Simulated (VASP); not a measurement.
# TiN in VASP: single point with PBE+D3(BJ)

Aim: the single point of TiN with PBE+D3(BJ).

Program: VASP 6.6.1. These are calculated values, not measurements. Logs are shortened: lines on timing, memory, paths and dates and some standing lists are left out, and cuts for length are marked.

### Step 1. The cell of the first run

The cell holds a slab with vacuum, 6 atoms: a = 2.974 Å, b = 2.974 Å, c = 20.070 Å, α = 90.00°, β = 90.00°, γ = 120.00°.

### Step 2. Single point, PBE+D3(BJ)

INCAR

```
SYSTEM = TiN
PREC = Accurate ; ENCUT = 520
EDIFF = 1E-7 ; ISMEAR = 0
SIGMA = 0.1 ; LREAL = .False.
LASPH = .True. ; NELM = 100
ALGO = Normal ; ISIF = 2
LWAVE = .False. ; LCHARG = .True.
LDIPOL = .True. ; IDIPOL = 3
DIPOL = 0.5 0.5 0.500 ; GGA = PE
IVDW = 12 ; LELF = .True.
LVHAR = .True. ; LVACPOTAV = .True.
NBANDS = 34
```

KPOINTS

```
regular mesh
0
Gamma
  12 12 1
  0 0 0
```

POSCAR

```
TiN
1.0
    2.9736794933      0.0000000000      0.0000000000
   -1.4868397467      2.5752819839      0.0000000000
    0.0000000000      0.0000000000     20.0699978477
N Ti
3 3
Direct
    0.3333333333      0.6666666667      0.3487793099
    0.0000000000      0.0000000000      0.4697558620
    0.6666666667      0.3333333333      0.5930532692
    0.6666666667      0.3333333333      0.4092675860
    0.3333333333      0.6666666667      0.5320218533
    0.0000000000      0.0000000000      0.6488876114
```

Potentials or basis: VASP PAW PBE potentials, release 64 (N, Ti_sv).

Started as:

```bash
$ cat potpaw_PBE.64/N/POTCAR potpaw_PBE.64/Ti_sv/POTCAR > POTCAR
$ mpirun -np 1 vasp_std > vasp.out
```

OUTCAR:

```text
SYSTEM = TiN
   PREC = Accurate
   ENCUT = 520
   EDIFF = 1E-7
   ISMEAR = 0
   LREAL = .False.
   LASPH = .True.
   NELM = 100
   ISIF = 2
   GGA = PE
   IVDW = 12
 IVDW          = 12

 ion  position               nearest neighbor table
   1  0.333  0.667  0.349-   4 2.10   4 2.10   4 2.10
   2  0.000  0.000  0.470-   4 2.10   4 2.10   4 2.10   5 2.12   5 2.12   5 2.12
   3  0.667  0.333  0.593-   6 2.05   6 2.05   6 2.05   5 2.11   5 2.11   5 2.11
   4  0.667  0.333  0.409-   2 2.10   2 2.10   2 2.10   1 2.10   1 2.10   1 2.10
   5  0.333  0.667  0.532-   3 2.11   3 2.11   3 2.11   2 2.12   2 2.12   2 2.12   6 2.91   6 2.91
                             6 2.91
   6  0.000  0.000  0.649-   3 2.05   3 2.05   3 2.05   5 2.91   5 2.91   5 2.91

  LATTYP: Found a hexagonal cell.
 ALAT       =     2.9736794933
 C/A-ratio  =     6.7492135225

  Lattice vectors:

 A1 = (   2.9736794933,   0.0000000000,   0.0000000000)
 A2 = (  -1.4868397467,   2.5752819839,   0.0000000000)
 A3 = (   0.0000000000,   0.0000000000,  20.0699978477)

Analysis of symmetry for initial positions (statically):
=====================================================================
 Subroutine PRICEL returns:
 Original cell was already a primitive cell.

 Routine SETGRP: Setting up the symmetry group for a
 hexagonal supercell.

 Subroutine GETGRP returns: Found  6 space group operations
 (whereof  6 operations were pure point group operations)
 out of a pool of 24 trial point group operations.

The static configuration has the point symmetry C_3v.

Analysis of symmetry for dynamics (positions and initial velocities):
=====================================================================
 Subroutine PRICEL returns:
 Original cell was already a primitive cell.

 Routine SETGRP: Setting up the symmetry group for a
 hexagonal supercell.

 Subroutine GETGRP returns: Found  6 space group operations
 (whereof  6 operations were pure point group operations)
 out of a pool of 24 trial point group operations.

The dynamic configuration has the point symmetry C_3v.

 Subroutine INISYM returns: Found  6 space group operations
 (whereof  6 operations are pure point group operations),
 and found     1 'primitive' translations

----------------------------------------------------------------------------------------

                                     Primitive cell

  volume of cell :     153.6973

  direct lattice vectors                    reciprocal lattice vectors
     2.973679493  0.000000000  0.000000000     0.336283719  0.194153496  0.000000000
    -1.486839747  2.575281984  0.000000000     0.000000000  0.388306992  0.000000000
     0.000000000  0.000000000 20.069997848     0.000000000  0.000000000  0.049825616

  length of vectors
     2.973679493  2.973679493 20.069997848     0.388306992  0.388306992  0.049825616

  position of ions in fractional coordinates (direct lattice)
     0.333333333  0.666666667  0.348779310
     0.000000000  0.000000000  0.469755862
     0.666666667  0.333333333  0.593053269
     0.666666667  0.333333333  0.409267586
     0.333333333  0.666666667  0.532021853
     0.000000000  0.000000000  0.648887611

  ion indices of the primitive-cell ions
   primitive index   ion index
                 1           1
                 2           2
                 3           3
                 4           4
                 5           5
                 6           6

----------------------------------------------------------------------------------------

 KPOINTS: regular mesh

Automatic generation of k-mesh.
 Grid dimensions read from file:
 generate k-points for:   12   12    1

 Generating k-lattice:

  Cartesian coordinates                     Fractional coordinates (reciprocal lattice)
     0.028023643  0.016179458  0.000000000     0.083333333  0.000000000  0.000000000
     0.000000000  0.032358916  0.000000000     0.000000000  0.083333333  0.000000000
     0.000000000  0.000000000  0.049825616     0.000000000  0.000000000  1.000000000

  Length of vectors
     0.032358916  0.032358916  0.049825616

  Shift w.r.t. Gamma in fractional coordinates (k-lattice)
     0.000000000  0.000000000  0.000000000

 Subroutine IBZKPT returns following result:
 ===========================================

 Found     19 irreducible k-points:

 Following reciprocal coordinates:
            Coordinates               Weight
  0.000000  0.000000  0.000000      1.000000
  0.083333  0.000000  0.000000      6.000000
  0.166667  0.000000  0.000000      6.000000
  0.250000  0.000000  0.000000      6.000000
  0.333333  0.000000  0.000000      6.000000
  0.416667  0.000000  0.000000      6.000000
[... 11 lines left out ...]
  0.333333  0.250000  0.000000     12.000000
  0.333333  0.333333  0.000000      2.000000
   k-points           NKPTS =     19   k-points in BZ     NKDIM =     19   number of bands    NBANDS=     34
   number of dos      NEDOS =    301   number of ions     NIONS =      6
   total plane-waves  NPLWV =  86400
   dimension x,y,z NGX =    24 NGY =   24 NGZ =  150
   dimension x,y,z NGXF=    48 NGYF=   48 NGZF=  300
   ions per type =               3   3
   NGX,Y,Z   is equivalent  to a cutoff of  13.42, 13.42, 12.42 a.u.
   NGXF,Y,Z  is equivalent  to a cutoff of  26.83, 26.83, 24.85 a.u.
 SYSTEM =  TiN
   PREC   = accura    normal or accurate (medium, high low for compatibility)
   ISTART =      0    job   : 0-new  1-cont  2-samecut
   ICHARG =      2    charge: 1-file 2-atom 10-const
   ISPIN  =      1    spin polarized calculation?
   LNONCOLLINEAR =      F non collinear calculations
   LSORBIT =      F    spin-orbit coupling
   LASPH  =      T    aspherical Exc in radial PAW
   ENCUT  =  520.0 eV  38.22 Ry    6.18 a.u.   5.53  5.53 37.32*2*pi/ulx,y,z
   NELM   =    100;   NELMIN=  2; NELMDL= -5     # of ELM steps
   EDIFF  = 0.1E-06   stopping-criterion for ELM
   LREAL  =      F    real-space projection
   EDIFFG = 0.1E-05   stopping-criterion for IOM
   NSW    =      0    number of steps for IOM
   IBRION =     -1    ionic relax: 0-MD 1-quasi-New 2-CG
   NFREE  =      0    steps in history (QN), initial steepest desc. (CG)
   ISIF   =      2    stress and relaxation
   ISYM   =      2    0-nonsym 1-usesym 2-fastsym
   POTIM  = 0.5000    time-step for ionic-motion
   TEBEG  =    0.0;   TEEND  =   0.0 temperature during run
   PSTRESS=    0.0 pullay stress
   NELECT =      51.0000    total number of electrons
   NUPDOWN=      -1.0000    fix difference up-down
   EMIN   =  10.00;   EMAX   =-10.00  energy-range for DOS
   EFERMI =   0.00;   METHOD = LEGACY
   ISMEAR =     0;   SIGMA  =   0.10  broadening in eV -4-tet -1-fermi 0-gaus
   EFERMI_NEDOS =   21; number of points for ismear=-14 and -15
   IALGO  =     38    algorithm
   IMIX   =      4    mixing-type and parameters
     AMIX     =   0.40;   BMIX     =  1.00
     AMIX_MAG =   1.60;   BMIX_MAG =  1.00
  volume/ion in A,a.u.               =      25.62       172.87
  Fermi-wavevector in a.u.,A,eV,Ry     =   1.133382  2.141781 17.477414  1.284554
  Thomas-Fermi vector in A             =   2.270084
   LORBIT       =      0    0 simple, 1 ext, 2 COOP (PROOUT), +10 PAW based schemes
   GGA     = PE    functional components
   LHFCALC =     F    Hartree Fock is set to
   AEXX    =    0.0000 exact exchange contribution
   IVDW    =    12    specifies the selected vdW correction
   LEPSILON=     F    determine dielectric tensor
   LRPA    =     F    only Hartree local field effects (RPA)
 non-spin polarized calculation
 Gauss-broadening in eV      SIGMA  =   0.10
  energy-cutoff  :      520.00
  volume of cell :      153.70
 maximum number of plane-waves:      4215
 NGX is ok and might be reduce to    24
   NGX = 11   NGY = 11   NGZ = 75

 dipolmoment           0.000000      0.000000      0.314947 electrons x Angstroem

 number of electron      51.0000012 magnetization

 dipolmoment           0.000000      0.000000     -0.151938 electrons x Angstroem

 Free energy of the ion-electron system (eV)
  ---------------------------------------------------
  ext. energy  EPLUGINS =         0.00000000
  ---------------------------------------------------
  free energy    TOTEN  =       -54.31584605 eV

  energy without entropy =      -54.28776385  energy(sigma->0) =      -54.30180495

 E-fermi :  -0.1179     XC(G=0):  -5.8715

 val. band max:       -0.1608172189   @ k =   0.0833   0.0833   0.0000
 cond. band min:      -0.1114121623   @ k =   0.3333   0.1667   0.0000
 fundamental gap:      0.0494050566
 Fermi energy:        -0.1179194205

 k-point     1 :       0.0000    0.0000    0.0000
  band No.  band energies     occupation
      1     -57.5321      2.00000
      2     -57.2264      2.00000
      3     -56.5587      2.00000
      4     -34.0362      2.00000
      5     -33.5744      2.00000
      6     -33.5744      2.00000
[... 26 lines left out ...]
     33       1.9891      0.00000
     34       2.3255      0.00000

 k-point     2 :       0.0833    0.0000    0.0000
  band No.  band energies     occupation
      1     -57.5271      2.00000
      2     -57.2221      2.00000
      3     -56.5541      2.00000
      4     -34.0246      2.00000
      5     -33.6248      2.00000
      6     -33.5825      2.00000
[... 26 lines left out ...]
     33       2.1015      0.00000
     34       2.5163      0.00000

 k-point     3 :       0.1667    0.0000    0.0000
  band No.  band energies     occupation
      1     -57.5134      2.00000
      2     -57.2104      2.00000
      3     -56.5415      2.00000
      4     -33.9933      2.00000
      5     -33.7281      2.00000
      6     -33.6044      2.00000
[... 26 lines left out ...]
     33       2.3256      0.00000
     34       2.8305      0.00000
[... 519 lines left out ...]
 k-point    18 :       0.3333    0.2500    0.0000
  band No.  band energies     occupation
      1     -57.4497      2.00000
      2     -57.1561      2.00000
      3     -56.4830      2.00000
      4     -34.0280      2.00000
      5     -33.8734      2.00000
      6     -33.8244      2.00000
[... 26 lines left out ...]
     33       3.2673      0.00000
     34       3.4762      0.00000

 k-point    19 :       0.3333    0.3333    0.0000
  band No.  band energies     occupation
      1     -57.4471      2.00000
      2     -57.1539      2.00000
      3     -56.4807      2.00000
      4     -33.9634      2.00000
      5     -33.9577      2.00000
      6     -33.8144      2.00000
[... 26 lines left out ...]
     33       3.2593      0.00000
     34       3.3553      0.00000

------------------------ aborting loop because EDIFF is reached ----------------------------------------

 Edisp (eV)   -2.00071

 E8    (eV) :    -0.8774

  FORCE on cell =-STRESS in cart. coord.  units (eV):
  Direction    XX          YY          ZZ          XY          YZ          ZX
  --------------------------------------------------------------------------------------
  -------------------------------------------------------------------------------------
  Total      -1.51258    -1.51258    -3.10746     0.00000     0.00000    -0.00000
  in kB     -15.76750   -15.76750   -32.39291     0.00000     0.00000    -0.00000
  external pressure =      -21.31 kB  Pullay stress =        0.00 kB

 VOLUME and BASIS-vectors are now :
 -----------------------------------------------------------------------------
  energy-cutoff  :      520.00
  volume of cell :      153.70
      direct lattice vectors                 reciprocal lattice vectors
     2.973679493  0.000000000  0.000000000     0.336283719  0.194153496  0.000000000
    -1.486839747  2.575281984  0.000000000     0.000000000  0.388306992  0.000000000
     0.000000000  0.000000000 20.069997848     0.000000000  0.000000000  0.049825616

 POSITION                                       TOTAL-FORCE (eV/Angst)
 -----------------------------------------------------------------------------------
     -0.00000      1.71685      7.00000        -0.000000     -0.000000      3.964114
      0.00000      0.00000      9.42800         0.000000      0.000000      1.306376
      1.48684      0.85843     11.90258         0.000000     -0.000000     -0.001676
      1.48684      0.85843      8.21400        -0.000000      0.000000     -5.299833
     -0.00000      1.71685     10.67768        -0.000000      0.000000     -0.013430
      0.00000      0.00000     13.02317         0.000000      0.000000      0.044448
 -----------------------------------------------------------------------------------
    total drift:                                0.000000      0.000000     -0.000805

  FREE ENERGIE OF THE ION-ELECTRON SYSTEM (eV)
  ---------------------------------------------------
  free  energy   TOTEN  =       -56.3165557459 eV

  energy  without entropy=      -56.2884735410  energy(sigma->0) =      -56.30251464

 vacuum level on the upper side and lower side of the slab         4.574         8.165
```

Run time: 94 s. Hardware: 1 thread of Intel Xeon 6975P-C (Granite Rapids), shared host; peak memory 0.32 GiB.

Results:

| Property | Result |
| --- | --- |
| Free energy | -56.3166 eV |
| Largest force | 5.300 eV/Å |
| Band gap on the k mesh | zero (an odd number of electrons rules out a gap without spin polarisation) |
| Dispersion energy per atom | -0.333 eV |

Forces on the atoms (eV/Å):
```
N    0.000  0.000  3.964
N    0.000  0.000  1.306
N    0.000  0.000 -0.002
Ti   0.000  0.000 -5.300
Ti   0.000  0.000 -0.013
Ti   0.000  0.000  0.044
```

Levels at points of the mesh, in eV from the Fermi level:
```csv
k point,band 22,band 23,band 24,band 25,band 26,band 27,band 28,band 29
"(0.00, 0.00, 0.00)",-1.27,-0.55,-0.22,-0.22,0.41,0.41,0.51,1.61
"(0.50, 0.00, 0.00)",-2.53,-1.71,-0.48,-0.26,0.22,1.08,2.00,2.24
```
